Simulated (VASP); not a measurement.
Input of a VASP 6.6.1 run:

The input INCAR:

```
PREC = Accurate
ENCUT = 520
EDIFF = 1E-7
ISMEAR = -1
SIGMA = 0.1
LREAL = False
LASPH = True
NELM = 80
ALGO = Normal
ISIF = 2
LWAVE = False
LCHARG = False
GGA = PE
NBANDS = 12
```

KPOINTS

```
Automatic mesh
0
Gamma
  21 21 21
```

POSCAR

```
Au
1.0
    0.0000000000      2.1322599146      2.1322599146
    2.1322599146      0.0000000000      2.1322599146
    2.1322599146      2.1322599146      0.0000000000
Au
1
Direct
    0.0000000000      0.0000000000      0.0000000000
```

Potentials or basis: VASP PAW PBE potentials, release 64 (Au).

Command:

```sh
$ cat potpaw_PBE.64/Au/POTCAR > POTCAR
$ mpirun -np 1 vasp_std > vasp.out
```

Problem. Estimate the pressure.

Solution. -8.6 GPa.
